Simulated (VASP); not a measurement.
# Re (P6/mmm) in VASP: a series of runs

Re is run at these levels: PBEsol; tasks: single point.

Everything below comes from runs of VASP 6.6.1. Logs are shortened: lines on timing, memory, paths and dates and some standing lists are left out, and cuts for length are marked.

## (1) The cell of the first run

Symmetry: P6/mmm, No. 191, hexagonal system. Conventional cell: a = 4.341 Å, b = 4.341 Å, c = 2.718 Å, α = 90.00°, β = 90.00°, γ = 120.00°. Re (site symmetry 6/mmm) has 14 Re at 2.72 to 2.85 Å within 3.6 Å. Re (site symmetry -6m2) has 11 Re at 2.51 to 2.85 Å within 3.3 Å.

This isn't the form of Re at room conditions, which is hcp.

## (2) Single point, PBEsol (14.79 Å³/atom)

INCAR reads:

```
SYSTEM = Re
PREC = Accurate ; ENCUT = 520
EDIFF = 1E-7 ; ISMEAR = -1
SIGMA = 0.1 ; LREAL = .FALSE.
LASPH = .TRUE. ; NELM = 60
ALGO = Normal ; ISIF = 2
LWAVE = .FALSE. ; LCHARG = .FALSE.
GGA = PS ; NBANDS = 18
```

KPOINTS reads:

```
Automatic mesh
0
G
  10 10 13
  0 0 0
```

POSCAR reads:

```
Re
1.0
    4.3413823366      0.0000000000      0.0000000000
   -2.1706911683      3.7597473911      0.0000000000
    0.0000000000      0.0000000000      2.7177756951
Re
3
Direct
    0.0000000000      1.0000000000      1.0000000000
    0.3333333333      0.6666666667      0.5000000000
    0.6666666667      0.3333333333      0.5000000000
```

Potentials or basis: VASP PAW PBE potentials, release 64 (Re).

On the command line:

```console
> cat potpaw_PBE.64/Re/POTCAR > POTCAR
> mpirun -np 1 vasp_std > vasp.out
```

OUTCAR:

```text
SYSTEM = Re
   PREC = Accurate
   ENCUT = 520
   EDIFF = 1E-7
   ISMEAR = -1
   LREAL = .FALSE.
   LASPH = .TRUE.
   NELM = 60
   ISIF = 2
   GGA = PS

 ion  position               nearest neighbor table
   1  0.000  0.000  0.000-   2 2.85   3 2.85   2 2.85   3 2.85   3 2.85   3 2.85   2 2.85   2 2.85
                             3 2.85   3 2.85   2 2.85   2 2.85
   2  0.333  0.667  0.500-   3 2.51   3 2.51   3 2.51   1 2.85   1 2.85   1 2.85   1 2.85   1 2.85
                             1 2.85
   3  0.667  0.333  0.500-   2 2.51   2 2.51   2 2.51   1 2.85   1 2.85   1 2.85   1 2.85   1 2.85
                             1 2.85

  LATTYP: Found a hexagonal cell.
 ALAT       =     4.3413823366
 C/A-ratio  =     0.6260162051

  Lattice vectors:

 A1 = (   4.3413823366,   0.0000000000,   0.0000000000)
 A2 = (  -2.1706911683,   3.7597473911,   0.0000000000)
 A3 = (   0.0000000000,   0.0000000000,   2.7177756951)

Analysis of symmetry for initial positions (statically):
=====================================================================
 Subroutine PRICEL returns:
 Original cell was already a primitive cell.

 Routine SETGRP: Setting up the symmetry group for a
 hexagonal supercell.

 Subroutine GETGRP returns: Found 24 space group operations
 (whereof 24 operations were pure point group operations)
 out of a pool of 24 trial point group operations.

The static configuration has the point symmetry D_6h.

Analysis of symmetry for dynamics (positions and initial velocities):
=====================================================================
 Subroutine PRICEL returns:
 Original cell was already a primitive cell.

 Routine SETGRP: Setting up the symmetry group for a
 hexagonal supercell.

 Subroutine GETGRP returns: Found 24 space group operations
 (whereof 24 operations were pure point group operations)
 out of a pool of 24 trial point group operations.

The dynamic configuration has the point symmetry D_6h.

 Subroutine INISYM returns: Found 24 space group operations
 (whereof 24 operations are pure point group operations),
 and found     1 'primitive' translations

----------------------------------------------------------------------------------------

                                     Primitive cell

  volume of cell :      44.3609

[... 87 lines left out ...]
   LASPH  =      T    aspherical Exc in radial PAW
   ENCUT  =  520.0 eV  38.22 Ry    6.18 a.u.   8.07  8.07  5.05*2*pi/ulx,y,z
   NELM   =     60;   NELMIN=  2; NELMDL= -5     # of ELM steps
   EDIFF  = 0.1E-06   stopping-criterion for ELM
   LREAL  =      F    real-space projection
   EDIFFG = 0.1E-05   stopping-criterion for IOM
   NSW    =      0    number of steps for IOM
   IBRION =     -1    ionic relax: 0-MD 1-quasi-New 2-CG
   NFREE  =      0    steps in history (QN), initial steepest desc. (CG)
   ISIF   =      2    stress and relaxation
   ISYM   =      2    0-nonsym 1-usesym 2-fastsym
   POTIM  = 0.5000    time-step for ionic-motion
   TEBEG  =    0.0;   TEEND  =   0.0 temperature during run
   PSTRESS=    0.0 pullay stress
   NELECT =      21.0000    total number of electrons
   NUPDOWN=      -1.0000    fix difference up-down
   EMIN   =  10.00;   EMAX   =-10.00  energy-range for DOS
   EFERMI =   0.00;   METHOD = LEGACY
   ISMEAR =    -1;   SIGMA  =   0.10  broadening in eV -4-tet -1-fermi 0-gaus
   EFERMI_NEDOS =   21; number of points for ismear=-14 and -15
   IALGO  =     38    algorithm
   IMIX   =      4    mixing-type and parameters
     AMIX     =   0.40;   BMIX     =  1.00
     AMIX_MAG =   1.60;   BMIX_MAG =  1.00
  volume/ion in A,a.u.               =      14.79        99.79
  Fermi-wavevector in a.u.,A,eV,Ry     =   1.275894  2.411089 22.148988  1.627905
  Thomas-Fermi vector in A             =   2.408580
   LORBIT       =      0    0 simple, 1 ext, 2 COOP (PROOUT), +10 PAW based schemes
   GGA     = PS    functional components
   LHFCALC =     F    Hartree Fock is set to
   AEXX    =    0.0000 exact exchange contribution
   IVDW    =     0    specifies the selected vdW correction
   LEPSILON=     F    determine dielectric tensor
   LRPA    =     F    only Hartree local field effects (RPA)
 non-spin polarized calculation
  energy-cutoff  :      520.00
  volume of cell :       44.36
 maximum number of plane-waves:      1213
   NGX = 17   NGY = 17   NGZ = 11

 number of electron      21.0000001 magnetization

 Free energy of the ion-electron system (eV)
  ---------------------------------------------------
  ext. energy  EPLUGINS =         0.00000000
  ---------------------------------------------------
  free energy    TOTEN  =       -39.60362069 eV

  energy without entropy =      -39.53521555  energy(sigma->0) =      -39.56941812

 E-fermi :   7.7176     XC(G=0): -13.7739

 val. band max:        7.7161442809   @ k =   0.2000   0.2000   0.2308
 cond. band min:       7.7177449234   @ k =   0.0000   0.0000   0.1538
 fundamental gap:      0.0016006425
 Fermi energy:         7.7176099101

 k-point     1 :       0.0000    0.0000    0.0000
  band No.  band energies     occupation
      1      -2.1882      2.00000
      2       1.7788      2.00000
      3       4.5273      2.00000
      4       4.8468      2.00000
      5       4.8468      2.00000
      6       4.8543      2.00000
[... 481 lines left out ...]
      5       4.1371      2.00000
      6       4.5461      2.00000
[... 10 lines left out ...]
     17      11.5799      0.00000
     18      12.4838      0.00000

 [... further k-points ...]

------------------------ aborting loop because EDIFF is reached ----------------------------------------

  FORCE on cell =-STRESS in cart. coord.  units (eV):
  Direction    XX          YY          ZZ          XY          YZ          ZX
  --------------------------------------------------------------------------------------
  -------------------------------------------------------------------------------------
  Total       -0.1069619     -0.1069619      0.0158899      0.0000000      0.0000000      0.0000000
  in kB       -3.8631313     -3.8631313      0.5738927      0.0000000      0.0000000      0.0000000
  external PRESSURE =      -2.3841233 kB  Pullay stress =       0.0000000 kB

 VOLUME and BASIS-vectors are now :
 -----------------------------------------------------------------------------
  energy-cutoff  :      520.00
  volume of cell :       44.36
      direct lattice vectors                 reciprocal lattice vectors
     4.341382337  0.000000000  0.000000000     0.230341380  0.132987658  0.000000000
    -2.170691168  3.759747391  0.000000000     0.000000000  0.265975316  0.000000000
     0.000000000  0.000000000  2.717775695     0.000000000  0.000000000  0.367947952

 POSITION                                       TOTAL-FORCE (eV/Angst)
 -----------------------------------------------------------------------------------
      0.00000      0.00000      0.00000         0.000000      0.000000     -0.000000
     -0.00000      2.50650      1.35889        -0.000000      0.000000      0.000000
      2.17069      1.25325      1.35889         0.000000     -0.000000     -0.000000
 -----------------------------------------------------------------------------------
    total drift:                               -0.000000      0.000000      0.000000

  FREE ENERGIE OF THE ION-ELECTRON SYSTEM (eV)
  ---------------------------------------------------
  free  energy   TOTEN  =       -39.6036206932 eV

  energy  without entropy=      -39.5352155461  energy(sigma->0) =      -39.56941812
```

OSZICAR:

```text
N       E                     dE             d eps       ncg     rms          rms(c)
DAV:   1     0.706741380065E+02    0.70674E+02   -0.97035E+03  6778   0.140E+03
DAV:   2    -0.334022780924E+02   -0.10408E+03   -0.95612E+02  6554   0.407E+02
DAV:   3    -0.412434086401E+02   -0.78411E+01   -0.68538E+01  5772   0.214E+02
DAV:   4    -0.417384382011E+02   -0.49503E+00   -0.45890E+00  5994   0.359E+01
DAV:   5    -0.417622392616E+02   -0.23801E-01   -0.23485E-01  5906   0.631E+00    0.543E+01
DAV:   6    -0.401755661610E+02    0.15867E+01   -0.19173E+00  6842   0.317E+01    0.231E+01
DAV:   7    -0.398449413474E+02    0.33062E+00   -0.24143E+00  6928   0.359E+01    0.435E+00
DAV:   8    -0.396149472842E+02    0.22999E+00   -0.98381E-01  6824   0.217E+01    0.110E+00
DAV:   9    -0.396039801674E+02    0.10967E-01   -0.32473E-02  6130   0.230E+00    0.125E-01
DAV:  10    -0.396036666606E+02    0.31351E-03   -0.13114E-03  6246   0.501E-01    0.824E-02
DAV:  11    -0.396036201356E+02    0.46525E-04   -0.11602E-04  6202   0.154E-01    0.434E-02
DAV:  12    -0.396036200740E+02    0.61543E-07   -0.14290E-05  6404   0.761E-02    0.114E-02
DAV:  13    -0.396036205637E+02   -0.48968E-06   -0.76233E-07  3712   0.171E-02    0.277E-03
DAV:  14    -0.396036207114E+02   -0.14766E-06   -0.10141E-07  2432   0.662E-03    0.131E-03
DAV:  15    -0.396036206932E+02    0.18180E-07   -0.46530E-08  2178   0.776E-03
   1 F= -.39603621E+02 E0= -.39569418E+02  d E =-.684051E-01
```

Run time: 1.8 min. Hardware: 1 thread of Intel Xeon 8259CL, shared host; peak memory 0.2 GiB.

What came out:

```
Free energy            : -39.6036 eV
Pressure               : -0.2 GPa
Band gap on the k mesh : zero (an odd number of electrons rules out a gap without spin polarisation)
```

Levels at points of the mesh, in eV from the Fermi level:
```tsv
k point	band 7	band 8	band 9	band 10	band 11	band 12	band 13	band 14
(0.00, 0.00, 0.00)	-2.86	-1.94	-0.82	-0.82	0.03	0.03	0.09	0.09
(0.50, 0.00, 0.00)	-2.50	-1.83	-1.50	0.33	0.35	1.01	2.09	3.09
```

Caveat: the PAW data sets were made with another functional, which shifts forces and pressure a little; spin-orbit coupling is left out, which moves the levels of the heavy elements.

## (3) Single point, PBEsol (15.38 Å³/atom)

This run uses another cell than the first one, of 15.38 Å³/atom.

INCAR reads:

```
ALGO = Normal
EDIFF = 1E-7
ENCUT = 520
GGA = PS
ISIF = 2
ISMEAR = -1
LASPH = True
LCHARG = False
LREAL = False
LWAVE = False
NBANDS = 18
NELM = 80
PREC = Accurate
SIGMA = 0.1
```

KPOINTS reads:

```
k-points
0
Gamma
  10 10 13
```

POSCAR reads:

```
Re
1.0
    4.3985123399      0.0000000000      0.0000000000
   -2.1992561700      3.8092234252      0.0000000000
    0.0000000000      0.0000000000      2.7535400030
Re
3
Direct
    0.0000000000      1.0000000000      1.0000000000
    0.3333333333      0.6666666667      0.5000000000
    0.6666666667      0.3333333333      0.5000000000
```

Potentials or basis: VASP PAW PBE potentials, release 64 (Re).

On the command line:

```console
> cat potpaw_PBE.64/Re/POTCAR > POTCAR
> mpirun -np 1 vasp_std > vasp.out
```

Wall time 2 min (1 thread of Intel Xeon 8259CL, shared host); peak memory 0.21 GiB.

Results (log left out):

```
Free energy            : -39.5236 eV
Pressure               : -13.9 GPa
Band gap on the k mesh : zero (an odd number of electrons rules out a gap without spin polarisation)
```

Stress tensor (GPa, compression positive):
```
-14.52   0.00   0.00
  0.00 -14.52   0.00
  0.00   0.00 -12.72
```

Levels at points of the mesh, in eV from the Fermi level:
```csv
k point,band 6,band 7,band 8,band 9,band 10,band 11,band 12,band 13,band 14,band 15
"(0.00, 0.00, 0.00)",-2.74,-2.74,-1.84,-0.76,-0.76,0.05,0.05,0.10,0.10,4.14
"(0.50, 0.00, 0.00)",-3.41,-2.35,-1.74,-1.40,0.33,0.35,0.93,1.97,2.92,2.94
```

Caveat: the cell stands under tension; the PAW data sets were made with another functional, which shifts forces and pressure a little; spin-orbit coupling is left out, which moves the levels of the heavy elements.

## (4) Single point, PBEsol (15.97 Å³/atom)

This run uses another cell than the first one, of 15.97 Å³/atom.

INCAR reads:

```
ALGO = Normal ; EDIFF = 1E-6
ENCUT = 520 ; GGA = PS
ISIF = 2 ; ISMEAR = -1
LASPH = True ; LCHARG = False
LREAL = False ; LWAVE = False
NBANDS = 18 ; NELM = 60
PREC = Accurate ; SIGMA = 0.1
```

KPOINTS is that of step 3.

POSCAR reads:

```
Re
1.0
    4.4541956226      0.0000000000      0.0000000000
   -2.2270978113      3.8574465626      0.0000000000
    0.0000000000      0.0000000000      2.7883986403
Re
3
Direct
    0.0000000000      1.0000000000      1.0000000000
    0.3333333333      0.6666666667      0.5000000000
    0.6666666667      0.3333333333      0.5000000000
```

On the command line:

```console
> cat potpaw_PBE.64/Re/POTCAR > POTCAR
> mpirun -np 1 vasp_std > vasp.out
```

Run time: 2.3 min. Hardware: 1 thread of Intel Xeon 8259CL, shared host; peak memory 0.22 GiB.

Results (log left out):

```yaml
Free_energy: -39.3076 eV
Pressure: -24.9 GPa
Band_gap_on_the_k_mesh: zero (an odd number of electrons rules out a gap without spin polarisation)
```

Stress tensor (GPa, compression positive):
```
-25.88   0.00   0.00
  0.00 -25.88   0.00
  0.00   0.00 -22.92
```

Levels at points of the mesh, in eV from the Fermi level:
| k point | band 8 | band 9 | band 10 | band 11 | band 12 | band 13 |
| --- | --- | --- | --- | --- | --- | --- |
| (0.00, 0.00, 0.00) | -1.75 | -0.71 | -0.71 | 0.07 | 0.07 | 0.11 |
| (0.50, 0.00, 0.00) | -1.66 | -1.31 | 0.32 | 0.34 | 0.86 | 1.86 |

Caveat: the cell stands under tension; the PAW data sets were made with another functional, which shifts forces and pressure a little; spin-orbit coupling is left out, which moves the levels of the heavy elements.

## (5) Summary

| cell | gap on the mesh (eV) | pressure (GPa) |
| --- | --- | --- |
| a = 4.341, b = 4.341, c = 2.718 Å, angles 90.0, 90.0, 120.0°, 3 atoms | none | -0.2 |
| a = 4.399, b = 4.399, c = 2.754 Å, angles 90.0, 90.0, 120.0°, 3 atoms | none | -13.9 |
| a = 4.454, b = 4.454, c = 2.788 Å, angles 90.0, 90.0, 120.0°, 3 atoms | none | -24.9 |

Alike in all rows: task single point; level PBEsol; potentials or basis VASP PAW PBE potentials, release 64 (Re); no spin polarisation; k mesh 10 × 10 × 13; cutoff (eV) 520; smearing fermi-dirac 0.1 eV.

Caveats: the PAW data sets were made with another functional, which shifts forces and pressure a little; spin-orbit coupling is left out, which moves the levels of the heavy elements; the cell stands under tension (at least some runs).

Absolute energies hang on the potentials; compare differences alone.
